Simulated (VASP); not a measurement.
# Al (P6_3/mmc) in VASP: notebook

Runs on Al. Level: LDA. Tasks: single point.

Everything below comes from runs of VASP 6.6.1. Logs are shortened: lines on timing, memory, paths and dates and some standing lists are left out, and cuts for length are marked.

## Step 1: The cell of the first run

It takes space group P6_3/mmc (No. 194, hexagonal). The conventional cell has a = 2.901 Å, b = 2.901 Å, c = 4.405 Å, α = 90.00°, β = 90.00°, γ = 120.00°. Within 3.6 Å of Al (site symmetry -6m2) lie 12 Al at 2.77 to 2.90 Å.

This isn't the form of Al at room conditions, which is fcc.

## Step 2: Single point, LDA

Contents of INCAR:

```
SYSTEM = Al
PREC     = Accurate       ! precision mode
ENCUT    = 520            ! plane-wave cutoff, eV
EDIFF    = 1E-7           ! SCF threshold, eV
ISMEAR   = 0              ! smearing method
SIGMA    = 0.15           ! smearing width, eV
LREAL    = .FALSE.        ! projectors in reciprocal space
LASPH    = .TRUE.         ! aspherical terms in the spheres
NELM     = 60             ! most SCF steps
ALGO     = Normal         ! electronic algorithm
ISIF     = 2              ! what is computed and relaxed
LWAVE    = .FALSE.        ! write WAVECAR
LCHARG   = .FALSE.        ! write CHGCAR
NBANDS   = 10             ! bands
```

Contents of KPOINTS:

```
Automatic mesh
0
G
  18 18 10
  0 0 0
```

Contents of POSCAR:

```
Al
1.0
    2.9006000000      0.0000000000      0.0000000000
   -1.4503000000      2.5119932862      0.0000000000
    0.0000000000      0.0000000000      4.4051000000
Al
2
Direct
    0.6666666667      0.3333333333      0.7500000000
    0.3333333333      0.6666666667      0.2500000000
```

Potentials or basis: VASP PAW LDA potentials, release 64 (Al).

Command:

```
cat potpaw_LDA.64/Al/POTCAR > POTCAR
mpirun -np 1 vasp_std > vasp.out
```

OUTCAR:

```text
SYSTEM = Al
   PREC = Accurate
   ENCUT = 520
   EDIFF = 1E-7
   ISMEAR = 0
   LREAL = .FALSE.
   LASPH = .TRUE.
   NELM = 60
   ISIF = 2

 ion  position               nearest neighbor table
   1  0.667  0.333  0.750-   2 2.77   2 2.77   2 2.77   2 2.77   2 2.77   2 2.77
   2  0.333  0.667  0.250-   1 2.77   1 2.77   1 2.77   1 2.77   1 2.77   1 2.77

  LATTYP: Found a hexagonal cell.
 ALAT       =     2.9006000000
 C/A-ratio  =     1.5186857891

  Lattice vectors:

 A1 = (   2.9006000000,   0.0000000000,   0.0000000000)
 A2 = (  -1.4503000000,   2.5119932862,   0.0000000000)
 A3 = (   0.0000000000,   0.0000000000,   4.4051000000)

Analysis of symmetry for initial positions (statically):
=====================================================================
 Subroutine PRICEL returns:
 Original cell was already a primitive cell.

 Routine SETGRP: Setting up the symmetry group for a
 hexagonal supercell.

 Subroutine GETGRP returns: Found 24 space group operations
 (whereof 12 operations were pure point group operations)
 out of a pool of 24 trial point group operations.

The static configuration has the point symmetry D_3d.
 The point group associated with its full space group is D_6h.

Analysis of symmetry for dynamics (positions and initial velocities):
=====================================================================
 Subroutine PRICEL returns:
 Original cell was already a primitive cell.

 Routine SETGRP: Setting up the symmetry group for a
 hexagonal supercell.

 Subroutine GETGRP returns: Found 24 space group operations
 (whereof 12 operations were pure point group operations)
 out of a pool of 24 trial point group operations.

The dynamic configuration has the point symmetry D_3d.
 The point group associated with its full space group is D_6h.

 Subroutine INISYM returns: Found 24 space group operations
 (whereof 12 operations are pure point group operations),
 and found     1 'primitive' translations

----------------------------------------------------------------------------------------

                                     Primitive cell

  volume of cell :      32.0968

  direct lattice vectors                    reciprocal lattice vectors
     2.900600000  0.000000000  0.000000000     0.344756257  0.199045118  0.000000000
    -1.450300000  2.511993286  0.000000000     0.000000000  0.398090236  0.000000000
     0.000000000  0.000000000  4.405100000     0.000000000  0.000000000  0.227009603

  length of vectors
     2.900600000  2.900600000  4.405100000     0.398090236  0.398090236  0.227009603

  position of ions in fractional coordinates (direct lattice)
     0.666666667  0.333333333  0.750000000
     0.333333333  0.666666667  0.250000000

  ion indices of the primitive-cell ions
   primitive index   ion index
                 1           1
                 2           2

----------------------------------------------------------------------------------------

 KPOINTS: Automatic mesh

Automatic generation of k-mesh.
 Grid dimensions read from file:
 generate k-points for:   18   18   10

 Generating k-lattice:

  Cartesian coordinates                     Fractional coordinates (reciprocal lattice)
     0.019153125  0.011058062  0.000000000     0.055555556  0.000000000  0.000000000
     0.000000000  0.022116124  0.000000000     0.000000000  0.055555556  0.000000000
     0.000000000  0.000000000  0.022700960     0.000000000  0.000000000  0.100000000

  Length of vectors
     0.022116124  0.022116124  0.022700960

  Shift w.r.t. Gamma in fractional coordinates (k-lattice)
     0.000000000  0.000000000  0.000000000

 Subroutine IBZKPT returns following result:
 ===========================================

 Found    222 irreducible k-points:

 Following reciprocal coordinates:
            Coordinates               Weight
  0.000000  0.000000  0.000000      1.000000
  0.055556  0.000000  0.000000      6.000000
  0.111111  0.000000  0.000000      6.000000
  0.166667  0.000000  0.000000      6.000000
  0.222222  0.000000  0.000000      6.000000
  0.277778  0.000000  0.000000      6.000000
[... 16 lines left out ...]
  0.333333  0.111111  0.000000     12.000000
  0.388889  0.111111  0.000000     12.000000
 [... further k-points ...]
   k-points           NKPTS =    222   k-points in BZ     NKDIM =    222   number of bands    NBANDS=     10
   number of dos      NEDOS =    301   number of ions     NIONS =      2
   total plane-waves  NPLWV =  20736
   dimension x,y,z NGX =    24 NGY =   24 NGZ =   36
   dimension x,y,z NGXF=    48 NGYF=   48 NGZF=   72
   ions per type =               2
   NGX,Y,Z   is equivalent  to a cutoff of  13.76, 13.76, 13.59 a.u.
   NGXF,Y,Z  is equivalent  to a cutoff of  27.51, 27.51, 27.17 a.u.
 SYSTEM =  Al
   PREC   = accura    normal or accurate (medium, high low for compatibility)
   ISTART =      0    job   : 0-new  1-cont  2-samecut
   ICHARG =      2    charge: 1-file 2-atom 10-const
   ISPIN  =      1    spin polarized calculation?
   LNONCOLLINEAR =      F non collinear calculations
   LSORBIT =      F    spin-orbit coupling
   LASPH  =      T    aspherical Exc in radial PAW
   ENCUT  =  520.0 eV  38.22 Ry    6.18 a.u.   5.39  5.39  8.19*2*pi/ulx,y,z
   NELM   =     60;   NELMIN=  2; NELMDL= -5     # of ELM steps
   EDIFF  = 0.1E-06   stopping-criterion for ELM
   LREAL  =      F    real-space projection
   EDIFFG = 0.1E-05   stopping-criterion for IOM
   NSW    =      0    number of steps for IOM
   IBRION =     -1    ionic relax: 0-MD 1-quasi-New 2-CG
   NFREE  =      0    steps in history (QN), initial steepest desc. (CG)
   ISIF   =      2    stress and relaxation
   ISYM   =      2    0-nonsym 1-usesym 2-fastsym
   POTIM  = 0.5000    time-step for ionic-motion
   TEBEG  =    0.0;   TEEND  =   0.0 temperature during run
   PSTRESS=    0.0 pullay stress
   NELECT =       6.0000    total number of electrons
   NUPDOWN=      -1.0000    fix difference up-down
   EMIN   =  10.00;   EMAX   =-10.00  energy-range for DOS
   EFERMI =   0.00;   METHOD = LEGACY
   ISMEAR =     0;   SIGMA  =   0.15  broadening in eV -4-tet -1-fermi 0-gaus
   EFERMI_NEDOS =   21; number of points for ismear=-14 and -15
   IALGO  =     38    algorithm
   IMIX   =      4    mixing-type and parameters
     AMIX     =   0.40;   BMIX     =  1.00
     AMIX_MAG =   1.60;   BMIX_MAG =  1.00
  volume/ion in A,a.u.               =      16.05       108.30
  Fermi-wavevector in a.u.,A,eV,Ry     =   0.936062  1.768900 11.921585  0.876212
  Thomas-Fermi vector in A             =   2.063033
   LORBIT       =      0    0 simple, 1 ext, 2 COOP (PROOUT), +10 PAW based schemes
   GGA     = CA    functional components
   LHFCALC =     F    Hartree Fock is set to
   AEXX    =    0.0000 exact exchange contribution
   IVDW    =     0    specifies the selected vdW correction
   LEPSILON=     F    determine dielectric tensor
   LRPA    =     F    only Hartree local field effects (RPA)
 non-spin polarized calculation
 Gauss-broadening in eV      SIGMA  =   0.15
  energy-cutoff  :      520.00
  volume of cell :       32.10
 maximum number of plane-waves:       887
 NGX is ok and might be reduce to    24
   NGX = 11   NGY = 11   NGZ = 17

 number of electron       6.0000000 magnetization

 Free energy of the ion-electron system (eV)
  ---------------------------------------------------
  ext. energy  EPLUGINS =         0.00000000
  ---------------------------------------------------
  free energy    TOTEN  =        -8.28751519 eV

  energy without entropy =       -8.27786611  energy(sigma->0) =       -8.28269065

 E-fermi :   8.0717     XC(G=0): -10.4451

 val. band max:        8.0534161697   @ k =   0.3333   0.1111   0.4000
 cond. band min:       8.0760884373   @ k =   0.3333   0.2778   0.3000
 fundamental gap:      0.0226722676
 Fermi energy:         8.0716713228

 k-point     1 :       0.0000    0.0000    0.0000
  band No.  band energies     occupation
      1      -3.2165      2.00000
      2       3.8597      2.00000
      3       4.5643      2.00000
      4      17.5697      0.00000
      5      17.5697      0.00000
      6      18.2448      0.00000
      7      18.2448      0.00000
      8      20.7327      0.00000
      9      21.2801      0.00000
     10      23.3536      0.00000

 k-point     2 :       0.0556    0.0000    0.0000
  band No.  band energies     occupation
      1      -3.1443      2.00000
      2       3.9258      2.00000
      3       4.6343      2.00000
      4      16.2367      0.00000
      5      16.7977      0.00000
      6      18.1917      0.00000
      7      19.1434      0.00000
      8      21.4498      0.00000
      9      21.9446      0.00000
     10      22.2686      0.00000

 k-point     3 :       0.1111    0.0000    0.0000
  band No.  band energies     occupation
      1      -2.9281      2.00000
      2       4.1242      2.00000
      3       4.8434      2.00000
      4      14.2857      0.00000
      5      15.8888      0.00000
      6      17.4951      0.00000
      7      20.4312      0.00000
      8      20.5138      0.00000
      9      21.1126      0.00000
     10      22.2821      0.00000

 k-point     4 :       0.1667    0.0000    0.0000
  band No.  band energies     occupation
      1      -2.5686      2.00000
      2       4.4549      2.00000
      3       5.1881      2.00000
      4      12.3240      0.00000
      5      15.0899      0.00000
      6      16.6685      0.00000
      7      18.6601      0.00000
      8      19.5366      0.00000
      9      21.5082      0.00000
     10      21.6080      0.00000
[... 222 lines left out ...]
 k-point    22 :       0.2778    0.1111    0.0000
  band No.  band energies     occupation
      1      -0.4318      2.00000
      2       6.4334      2.00000
      3       6.6060      2.00000
      4       7.7743      1.99494
      5      10.7377      0.00000
      6      13.6276      0.00000
      7      14.6654      0.00000
      8      17.4514      0.00000
      9      18.0927      0.00000
     10      18.1727      0.00000

 k-point    23 :       0.3333    0.1111    0.0000
  band No.  band energies     occupation
      1       0.4828      2.00000
      2       5.4042      2.00000
      3       7.2819      2.00000
      4       8.2552      0.08352
      5      10.4068      0.00000
      6      12.1464      0.00000
      7      13.2775      0.00000
      8      17.0893      0.00000
      9      17.7999      0.00000
     10      17.8527      0.00000

 k-point    24 :       0.3889    0.1111    0.0000
  band No.  band energies     occupation
      1       1.5267      2.00000
      2       4.0211      2.00000
      3       8.2323      0.12981
      4       9.0804      0.00000
      5      10.2067      0.00000
      6      10.8110      0.00000
      7      12.0720      0.00000
      8      16.8750      0.00000
      9      17.6231      0.00000
     10      17.6594      0.00000

 [... further k-points ...]
[... 5 lines left out ...]
  --------------------------------------------------------------------------------------
  -------------------------------------------------------------------------------------
  Total       -0.3567082     -0.3567082      0.7578676      0.0000000     -0.0000000      0.0000000
  in kB      -17.8058023    -17.8058023     37.8304779      0.0000000     -0.0000000      0.0000000
  external PRESSURE =       0.7396245 kB  Pullay stress =       0.0000000 kB

 VOLUME and BASIS-vectors are now :
 -----------------------------------------------------------------------------
  energy-cutoff  :      520.00
  volume of cell :       32.10
      direct lattice vectors                 reciprocal lattice vectors
     2.900600000  0.000000000  0.000000000     0.344756257  0.199045118  0.000000000
    -1.450300000  2.511993286  0.000000000     0.000000000  0.398090236  0.000000000
     0.000000000  0.000000000  4.405100000     0.000000000  0.000000000  0.227009603

 POSITION                                       TOTAL-FORCE (eV/Angst)
 -----------------------------------------------------------------------------------
      1.45030      0.83733      3.30382        -0.000000     -0.000000      0.000000
     -0.00000      1.67466      1.10128         0.000000      0.000000      0.000000
 -----------------------------------------------------------------------------------
    total drift:                                0.000000     -0.000000     -0.000000

  FREE ENERGIE OF THE ION-ELECTRON SYSTEM (eV)
  ---------------------------------------------------
  free  energy   TOTEN  =        -8.2875151854 eV

  energy  without entropy=       -8.2778661084  energy(sigma->0) =       -8.28269065
```

Run time: 53 s. Hardware: 1 thread of Intel Xeon 8259CL, shared host; peak memory 0.17 GiB.

Results:

```yaml
Free_energy: -8.2875 eV
Pressure: 0.1 GPa
Band_gap_on_the_k_mesh: zero (bands 3 and 4 overlap by 8.62 eV)
```

Stress tensor (GPa, compression positive):
```
-1.78  0.00  0.00
 0.00 -1.78  0.00
 0.00  0.00  3.78
```

Levels at points of the mesh, in eV from the Fermi level:
| k point | band 1 | band 2 | band 3 | band 4 | band 5 | band 6 | band 7 |
| --- | --- | --- | --- | --- | --- | --- | --- |
| (0.00, 0.00, 0.00) | -11.29 | -4.21 | -3.51 | 9.50 | 9.50 | 10.17 | 10.17 |
| (0.50, 0.00, 0.00) | -5.73 | -5.40 | 0.70 | 1.69 | 1.87 | 2.31 | 4.80 |
| (0.00, 0.00, 0.50) | -9.40 | -9.40 | 4.92 | 4.92 | 10.97 | 10.97 | 10.97 |
| (0.50, 0.00, 0.50) | -4.08 | -4.08 | -3.37 | -3.37 | 6.42 | 6.42 | 7.61 |

(Continued in part 2 of 2.)
